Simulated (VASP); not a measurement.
Input of a VASP 6.6.1 run:

File INCAR:

```
ALGO = Normal
EDIFF = 1E-6
EDIFFG = -0.01
ENCUT = 600
GGA = PE
IBRION = 2
ISIF = 3
ISMEAR = 0
LASPH = True
LCHARG = False
LREAL = False
LWAVE = False
NELM = 80
NSW = 100
PREC = Accurate
SIGMA = 0.1
```

KPOINTS

```
k-points
0
Gamma
  10 10 8
```

Contents of POSCAR:

```
GaSb3
1.0
    3.0534335216     -3.1234295478      0.0000000000
    3.0534335216      3.1234295478      0.0000000000
    0.0000000000      0.0000000000      5.6333190040
Ga Sb
1 3
Direct
    0.5000000000      0.5000000000      0.0000000000
    0.7417158801      0.2582841199      0.5000000000
    0.2582841199      0.7417158801      0.5000000000
    0.0000000000      0.0000000000      0.0000000000
```

Potentials or basis: VASP PAW PBE potentials, release 64 (Ga_d, Sb).

Launch:

```bash
$ cat potpaw_PBE.64/Ga_d/POTCAR potpaw_PBE.64/Sb/POTCAR > POTCAR
$ mpirun -np 1 vasp_std > vasp.out
```

Problem. What does it give for the relaxed cell?

Solution. a = 4.388 Å, b = 4.388 Å, c = 5.616 Å, α = 90.00°, β = 90.00°, γ = 92.96°.

Problem. What does it give for the space group after relaxing (to 0.1 Å)?

Solution. Cmmm (No. 65).

Problem. Predict the relaxed volume.

Solution. 27.00 Å³/atom.

Final structure:
```xyz
4
Lattice="3.0214 -3.1817 0.0000 3.0214 3.1817 0.0000 0.0000 0.0000 5.6163" Properties=species:S:1:pos:R:3 pbc="T T T"
Ga    3.0214    0.0000    0.0000
Sb    3.0214   -1.5924    2.8081
Sb    3.0214    1.5924    2.8081
Sb    0.0000    0.0000    0.0000
```
